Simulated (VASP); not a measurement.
# CdSnBi2Te4 (I-42m) in VASP: relaxation of cell and atoms with PBE

Aim: the relaxation of cell and atoms of CdSnBi2Te4 with PBE.

Program: VASP 6.6.1. These are calculated values, not measurements. Logs are shortened: lines on timing, memory, paths and dates and some standing lists are left out, and cuts for length are marked.

### Step 1. The cell of the first run

Symmetry: I-42m, No. 121, tetragonal system. Conventional cell: a = 8.445 Å, b = 8.445 Å, c = 7.234 Å, α = 90.00°, β = 90.00°, γ = 90.00°. Bi (site symmetry 222) has 8 Te at 3.55 to 3.62 Å and 2 Bi at 3.62 Å and 2 Cd at 4.22 Å and 2 Sn at 4.22 Å within 4.7 Å. Within 3.8 Å of Cd (site symmetry -42m) lie 4 Te at 2.88 Å and 2 Sn at 3.62 Å. Within 3.7 Å of Sn (site symmetry -42m) lie 4 Te at 2.78 Å and 2 Cd at 3.62 Å. Within 3.7 Å of Te (site symmetry m) lie 1 Sn at 2.78 Å and 1 Cd at 2.88 Å and 4 Bi at 3.55 to 3.62 Å.

### Step 2. Relaxation of cell and atoms, PBE

The input, INCAR:

```
SYSTEM = CdSnBi2Te4
ALGO     = Normal         ! electronic algorithm
EDIFF    = 1E-6           ! SCF threshold, eV
EDIFFG   = -0.01          ! ionic threshold
ENCUT    = 600            ! plane-wave cutoff, eV
GGA      = PE             ! functional
IBRION   = 2              ! ionic algorithm
ISIF     = 3              ! what is computed and relaxed
ISMEAR   = -1             ! smearing method
LASPH    = .True.         ! aspherical terms in the spheres
LCHARG   = .False.        ! write CHGCAR
LREAL    = .False.        ! projectors in reciprocal space
LWAVE    = .False.        ! write WAVECAR
NELM     = 80             ! most SCF steps
NSW      = 60             ! ionic steps
PREC     = Accurate       ! precision mode
SIGMA    = 0.1            ! smearing width, eV
```

The input, KPOINTS:

```
k-points
0
Gamma
  4 4 4
  0 0 0
```

The input, POSCAR:

```
CdSnBi2Te4
1.0
   -4.2225330000      4.2225330000      3.6171450000
    4.2225330000     -4.2225330000      3.6171450000
    4.2225330000      4.2225330000     -3.6171450000
Bi Cd Sn Te
2 1 1 4
Direct
    0.5000000000      0.0000000000      0.5000000000
    0.0000000000      0.5000000000      0.5000000000
    0.5000000000      0.5000000000      0.0000000000
    0.0000000000      0.0000000000      0.0000000000
    0.4216600000      0.4216600000      0.3641800000
    0.5783400000      0.9425200000      0.0000000000
    0.0574800000      0.0574800000      0.6358200000
    0.9425200000      0.5783400000      0.0000000000
```

Potentials or basis: VASP PAW PBE potentials, release 64 (Bi_d, Cd, Sn_d, Te).

Launch:

```sh
cat potpaw_PBE.64/Bi_d/POTCAR potpaw_PBE.64/Cd/POTCAR potpaw_PBE.64/Sn_d/POTCAR potpaw_PBE.64/Te/POTCAR > POTCAR
mpirun -np 1 vasp_std > vasp.out
```

OUTCAR:

```text
SYSTEM = CdSnBi2Te4
   EDIFF = 1E-6
   EDIFFG = -0.01
   ENCUT = 600
   GGA = PE
   IBRION = 2
   ISIF = 3
   ISMEAR = -1
   LASPH = .True.
   LREAL = .False.
   NELM = 80
   NSW = 60
   PREC = Accurate

 ion  position               nearest neighbor table
   1  0.500  0.000  0.500-   7 3.55   6 3.55   8 3.55   5 3.55   2 3.62   2 3.62   5 3.62   6 3.62
                             8 3.62   7 3.62
   2  0.000  0.500  0.500-   7 3.55   8 3.55   6 3.55   5 3.55   1 3.62   1 3.62   5 3.62   8 3.62
                             6 3.62   7 3.62
   3  0.500  0.500  0.000-   5 2.88   7 2.88   6 2.88   8 2.88   4 3.62   4 3.62
   4  0.000  0.000  0.000-   7 2.78   5 2.78   6 2.78   8 2.78   3 3.62   3 3.62
   5  0.422  0.422  0.364-   4 2.78   3 2.88   1 3.55   2 3.55   2 3.62   1 3.62
   6  0.578  0.943  0.000-   4 2.78   3 2.88   2 3.55   1 3.55   1 3.62   2 3.62
   7  0.057  0.057  0.636-   4 2.78   3 2.88   2 3.55   1 3.55   1 3.62   2 3.62
   8  0.943  0.578  0.000-   4 2.78   3 2.88   1 3.55   2 3.55   2 3.62   1 3.62

  LATTYP: Found a body centered tetragonal cell.
 ALAT       =     8.4450660000
 C/A-ratio  =     0.8566291844

  Lattice vectors:

 A1 = (  -4.2225330000,   4.2225330000,   3.6171450000)
 A2 = (   4.2225330000,  -4.2225330000,   3.6171450000)
 A3 = (   4.2225330000,   4.2225330000,  -3.6171450000)

Analysis of symmetry for initial positions (statically):
=====================================================================
 Subroutine PRICEL returns:
 Original cell was already a primitive cell.

 Routine SETGRP: Setting up the symmetry group for a
 body centered tetragonal supercell.

 Subroutine GETGRP returns: Found  8 space group operations
 (whereof  8 operations were pure point group operations)
 out of a pool of 16 trial point group operations.

The static configuration has the point symmetry D_2d.

Analysis of symmetry for dynamics (positions and initial velocities):
=====================================================================
 Subroutine PRICEL returns:
 Original cell was already a primitive cell.

 Routine SETGRP: Setting up the symmetry group for a
 body centered tetragonal supercell.

 Subroutine GETGRP returns: Found  8 space group operations
 (whereof  8 operations were pure point group operations)
 out of a pool of 16 trial point group operations.

The dynamic configuration has the point symmetry D_2d.

 Subroutine INISYM returns: Found  8 space group operations
 (whereof  8 operations are pure point group operations),
 and found     1 'primitive' translations

----------------------------------------------------------------------------------------

                                     Primitive cell

  volume of cell :     257.9717

  direct lattice vectors                    reciprocal lattice vectors
    -4.222533000  4.222533000  3.617145000     0.000000000  0.118412337  0.138230566
     4.222533000 -4.222533000  3.617145000     0.118412337  0.000000000  0.138230566
     4.222533000  4.222533000 -3.617145000     0.118412337  0.118412337  0.000000000

  length of vectors
     6.981640769  6.981640769  6.981640769     0.182014205  0.182014205  0.167460333

  position of ions in fractional coordinates (direct lattice)
     0.500000000  0.000000000  0.500000000
     0.000000000  0.500000000  0.500000000
     0.500000000  0.500000000  0.000000000
     0.000000000  0.000000000  0.000000000
     0.421660000  0.421660000  0.364180000
     0.578340000  0.942520000  0.000000000
     0.057480000  0.057480000  0.635820000
     0.942520000  0.578340000  0.000000000

  ion indices of the primitive-cell ions
   primitive index   ion index
                 1           1
                 2           2
                 3           3
                 4           4
                 5           5
                 6           6
                 7           7
                 8           8

----------------------------------------------------------------------------------------

 KPOINTS: k-points

Automatic generation of k-mesh.
 Grid dimensions read from file:
 generate k-points for:    4    4    4

 Generating k-lattice:

  Cartesian coordinates                     Fractional coordinates (reciprocal lattice)
     0.000000000  0.029603084  0.034557641     0.250000000 -0.000000000  0.000000000
     0.029603084  0.000000000  0.034557641    -0.000000000  0.250000000  0.000000000
     0.029603084  0.029603084  0.000000000     0.000000000  0.000000000  0.250000000

  Length of vectors
     0.045503551  0.045503551  0.041865083

  Shift w.r.t. Gamma in fractional coordinates (k-lattice)
     0.000000000  0.000000000  0.000000000

 Subroutine IBZKPT returns following result:
 ===========================================

 Found     13 irreducible k-points:

 Following reciprocal coordinates:
            Coordinates               Weight
  0.000000  0.000000  0.000000      1.000000
  0.250000 -0.000000  0.000000      8.000000
  0.500000 -0.000000  0.000000      4.000000
  0.250000  0.250000  0.000000      8.000000
  0.500000  0.250000  0.000000     16.000000
 -0.250000  0.250000  0.000000      4.000000
  0.500000  0.500000  0.000000      2.000000
  0.250000  0.250000  0.250000      2.000000
 -0.250000  0.250000  0.250000      4.000000
  0.500000  0.500000  0.250000      4.000000
 -0.250000  0.500000  0.250000      8.000000
 -0.250000 -0.250000  0.250000      2.000000
  0.500000  0.500000  0.500000      1.000000
   k-points           NKPTS =     13   k-points in BZ     NKDIM =     13   number of bands    NBANDS=     48
   number of dos      NEDOS =    301   number of ions     NIONS =      8
   total plane-waves  NPLWV = 175616
   dimension x,y,z NGX =    56 NGY =   56 NGZ =   56
   dimension x,y,z NGXF=   112 NGYF=  112 NGZF=  112
   ions per type =               2   1   1   4
   NGX,Y,Z   is equivalent  to a cutoff of  13.33, 13.33, 13.33 a.u.
   NGXF,Y,Z  is equivalent  to a cutoff of  26.67, 26.67, 26.67 a.u.
 SYSTEM =  CdSnBi2Te4
   PREC   = accura    normal or accurate (medium, high low for compatibility)
   ISTART =      0    job   : 0-new  1-cont  2-samecut
   ICHARG =      2    charge: 1-file 2-atom 10-const
   ISPIN  =      1    spin polarized calculation?
   LNONCOLLINEAR =      F non collinear calculations
   LSORBIT =      F    spin-orbit coupling
   LASPH  =      T    aspherical Exc in radial PAW
   ENCUT  =  600.0 eV  44.10 Ry    6.64 a.u.  13.94 13.94 13.94*2*pi/ulx,y,z
   NELM   =     80;   NELMIN=  2; NELMDL= -5     # of ELM steps
   EDIFF  = 0.1E-05   stopping-criterion for ELM
   LREAL  =      F    real-space projection
   EDIFFG = -.1E-01   stopping-criterion for IOM
   NSW    =     60    number of steps for IOM
   IBRION =      2    ionic relax: 0-MD 1-quasi-New 2-CG
   NFREE  =      1    steps in history (QN), initial steepest desc. (CG)
   ISIF   =      3    stress and relaxation
   ISYM   =      2    0-nonsym 1-usesym 2-fastsym
   POTIM  = 0.5000    time-step for ionic-motion
   TEBEG  =    0.0;   TEEND  =   0.0 temperature during run
   PSTRESS=    0.0 pullay stress
   NELECT =      80.0000    total number of electrons
   NUPDOWN=      -1.0000    fix difference up-down
   EMIN   =  10.00;   EMAX   =-10.00  energy-range for DOS
   EFERMI =   0.00;   METHOD = LEGACY
   ISMEAR =    -1;   SIGMA  =   0.10  broadening in eV -4-tet -1-fermi 0-gaus
   EFERMI_NEDOS =   21; number of points for ismear=-14 and -15
   IALGO  =     38    algorithm
   IMIX   =      4    mixing-type and parameters
     AMIX     =   0.40;   BMIX     =  1.00
     AMIX_MAG =   1.60;   BMIX_MAG =  1.00
  volume/ion in A,a.u.               =      32.25       217.61
  Fermi-wavevector in a.u.,A,eV,Ry     =   1.108105  2.094014 16.706542  1.227896
  Thomas-Fermi vector in A             =   2.244628
   LORBIT       =      0    0 simple, 1 ext, 2 COOP (PROOUT), +10 PAW based schemes
   GGA     = PE    functional components
   LHFCALC =     F    Hartree Fock is set to
   AEXX    =    0.0000 exact exchange contribution
   IVDW    =     0    specifies the selected vdW correction
   LEPSILON=     F    determine dielectric tensor
   LRPA    =     F    only Hartree local field effects (RPA)
 conjugate gradient relaxation of ions
 non-spin polarized calculation
  energy-cutoff  :      600.00
  volume of cell :      257.97
 maximum number of plane-waves:      8654
   NGX = 27   NGY = 27   NGZ = 27

--------------------------------------- Ionic step        1  -------------------------------------------

 number of electron      80.0000012 magnetization

 Free energy of the ion-electron system (eV)
  ---------------------------------------------------
  ext. energy  EPLUGINS =         0.00000000
  ---------------------------------------------------
  free energy    TOTEN  =       -24.93234884 eV

  energy without entropy =      -24.77231348  energy(sigma->0) =      -24.85233116

------------------------ aborting loop because EDIFF is reached ----------------------------------------

  FORCE on cell =-STRESS in cart. coord.  units (eV):
  Direction    XX          YY          ZZ          XY          YZ          ZX
  --------------------------------------------------------------------------------------
  -------------------------------------------------------------------------------------
  Total        1.3733658      1.3733658      1.9598153      0.0000000     -0.0000000      0.0000000
  in kB        8.5295241      8.5295241     12.1717691      0.0000000     -0.0000000      0.0000000
  external PRESSURE =       9.7436058 kB  Pullay stress =       0.0000000 kB
[... 107 lines left out ...]
  FREE ENERGIE OF THE ION-ELECTRON SYSTEM (eV)
  ---------------------------------------------------
  free  energy   TOTEN  =       -25.0450783113 eV

  energy  without entropy=      -24.8657034527  energy(sigma->0) =      -24.95539088

[... ionic steps 4 to 13 ...]

--------------------------------------- Ionic step       14  -------------------------------------------

 number of electron      79.9999984 magnetization

------------------------ aborting loop because EDIFF is reached ----------------------------------------

  FORCE on cell =-STRESS in cart. coord.  units (eV):
  Direction    XX          YY          ZZ          XY          YZ          ZX
  --------------------------------------------------------------------------------------
  -------------------------------------------------------------------------------------
  Total       -0.3647172     -0.3647172     -0.1454347      0.0000000     -0.0000000      0.0000000
  in kB       -2.3724010     -2.3724010     -0.9460188      0.0000000     -0.0000000      0.0000000
  external PRESSURE =      -1.8969403 kB  Pullay stress =       0.0000000 kB
[... 69 lines left out ...]
  energy  without entropy=      -25.5310652096  energy(sigma->0) =      -25.58681769

--------------------------------------- Ionic step       16  -------------------------------------------

 number of electron      79.9999984 magnetization

 Free energy of the ion-electron system (eV)
  ---------------------------------------------------
  ext. energy  EPLUGINS =         0.00000000
  ---------------------------------------------------
  free energy    TOTEN  =       -25.64266168 eV

  energy without entropy =      -25.53124159  energy(sigma->0) =      -25.58695163

 E-fermi :   6.5291     XC(G=0):  -9.7973

 val. band max:        6.4618354987   @ k =   0.5000   0.2500   0.0000
 cond. band min:       6.6267413519   @ k =  -0.2500   0.2500   0.2500
 fundamental gap:      0.1649058532
 Fermi energy:         6.5291117279

 k-point     1 :       0.0000    0.0000    0.0000
  band No.  band energies     occupation
      1     -16.8519      2.00000
      2     -16.8395      2.00000
      3     -16.8395      2.00000
      4     -16.8310      2.00000
      5     -16.8307      2.00000
      6     -16.8264      2.00000
[... 687 lines left out ...]
  FREE ENERGIE OF THE ION-ELECTRON SYSTEM (eV)
  ---------------------------------------------------
  free  energy   TOTEN  =       -25.6426616808 eV

  energy  without entropy=      -25.5312415885  energy(sigma->0) =      -25.58695163

 reached required accuracy - stopping structural energy minimisation
```

It took 28 min on 1 thread of Intel Xeon Platinum 8488C (Sapphire Rapids), shared host; peak memory 0.58 GiB.

What came out:

| Quantity | Value |
| --- | --- |
| Free energy | -25.6427 eV |
| Relaxed volume | 30.61 Å³/atom |
| Relaxed cell | a = 6.826 Å, b = 6.826 Å, c = 6.826 Å, α = 109.60°, β = 109.60°, γ = 109.21° |
| Space group after relaxing (to 0.1 Å) | I-42m (No. 121) |
| Energy gained by relaxing | 88.8 meV/atom |
| Ionic steps | 16 |
| Pressure after relaxing | 0.0 GPa |
| Largest force after relaxing | 0.006 eV/Å |
| Band gap on the k mesh | zero (bands 40 and 41 overlap by 2.31 eV) |

Forces on the atoms (eV/Å):
```
Bi   0.000  0.000  0.000
Bi   0.000  0.000  0.000
Cd   0.000  0.000  0.000
Sn   0.000  0.000  0.000
Te   0.004  0.004  0.002
Te   0.004 -0.004 -0.002
Te  -0.004 -0.004  0.002
Te  -0.004  0.004 -0.002
```

Step by step:
```
step  energy change (eV)  largest force (eV/Å)  pressure (GPa)  volume (Å³)
   1              0.0000                0.8277            0.97       257.97
   2             -0.1062                0.4732           -0.77       265.36
   3             -0.1127                0.3849           -1.26       267.83
   4             -0.2174                0.3366           -0.88       261.94
   5             -0.3782                0.2322            0.90       244.77
   6             -0.4592                0.2033            0.35       245.32
   7             -0.5868                0.3153           -0.90       246.54
   8             -0.6509                0.2638            0.31       239.57
   9             -0.6511                0.2612            0.37       239.22
  10             -0.6707                0.2317            0.12       240.97
  11             -0.6854                0.1853           -0.22       243.73
  12             -0.7024                0.0755            0.21       242.58
  13             -0.7048                0.0116            0.47       241.93
  14             -0.7086                0.0273           -0.19       246.31
  15             -0.7102                0.0162            0.04       244.76
  16             -0.7103                0.0058           -0.01       244.89
```

Final structure:
```
Bi Cd Sn Te
1.0
    -3.93491    3.93491    3.95397
     3.93491   -3.93491    3.95397
     3.93491    3.93491   -3.95397
Bi Cd Sn Te
2 1 1 4
Direct
  0.50000 0.00000 0.50000
  0.00000 0.50000 0.50000
  0.50000 0.50000 0.00000
  0.00000 0.00000 0.00000
  0.50723 0.50723 0.42966
  0.49277 0.92243 0.00000
  0.07757 0.07757 0.57034
  0.92243 0.49277 0.00000
```

Caveat: spin-orbit coupling is left out, which moves the levels of the heavy elements.

The gap in the log of VASP goes by the Fermi energy; the results here count the filled bands.